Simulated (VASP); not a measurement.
Wanted: the native input for a VASP 6.6.1 run.

| Quantity | Value |
| --- | --- |
| Task | single point |
| Functional | PBE |
| Potentials or basis | VASP PAW PBE potentials, release 64 (Be, Zn, O) |
| Cutoff | 600 eV |
| k mesh | 4 × 4 × 2 |
| Occupations | gaussian, width 0.15 eV |
| Spin | no spin polarisation |
| Dipole correction | no |
| Further INCAR settings | ALGO = Normal; EDIFF = 1e-06; NBANDS = 31 |

The structure of BeZn2O3 lies in POSCAR:

```
BeZn2O3
1.0
    2.7729940361      0.0000000000      0.0000000000
    0.0000000000      2.7729940361      0.0000000000
    0.0000000000      0.0000000000      9.0432420063
Be Zn O
1 2 3
Direct
    0.0000000000      0.0000000000      0.0000000000
    0.0000000000      0.5000000000      0.6375733161
    0.5000000000      0.0000000000      0.3624266839
    0.5000000000      0.5000000000      0.0000000000
    0.0000000000      0.5000000000      0.3611634306
    0.5000000000      0.0000000000      0.6388365694
```

These files were run (other wordings do the same):

INCAR

```
PREC = Accurate
ENCUT = 600
EDIFF = 1E-6
ISMEAR = 0
SIGMA = 0.15
LREAL = F
LASPH = T
NELM = 120
ALGO = Normal
ISIF = 2
LWAVE = F
LCHARG = F
GGA = PE
NBANDS = 31
GGA_COMPAT = F
```

KPOINTS

```
regular mesh
0
Gamma
  4 4 2
```

Potentials or basis: VASP PAW PBE potentials, release 64 (Be, Zn, O).

Launch:

```sh
$ cat potpaw_PBE.64/Be/POTCAR potpaw_PBE.64/Zn/POTCAR potpaw_PBE.64/O/POTCAR > POTCAR
$ mpirun -np 1 vasp_std > vasp.out
```

It gave:

| Item | Value |
| --- | --- |
| Pressure | 0.8 GPa |
| Largest force | 0.010 eV/Å |
| Band gap on the k mesh | 0.17 eV, indirect (least direct gap 2.57 eV) |

Caveat: the k points lie up to 0.57 Å⁻¹ apart.

Run time: 17 s on 1 thread of Intel(R) Xeon(R) 6975P-C (Granite Rapids), with other jobs on the host, peak memory 0.19 GiB.
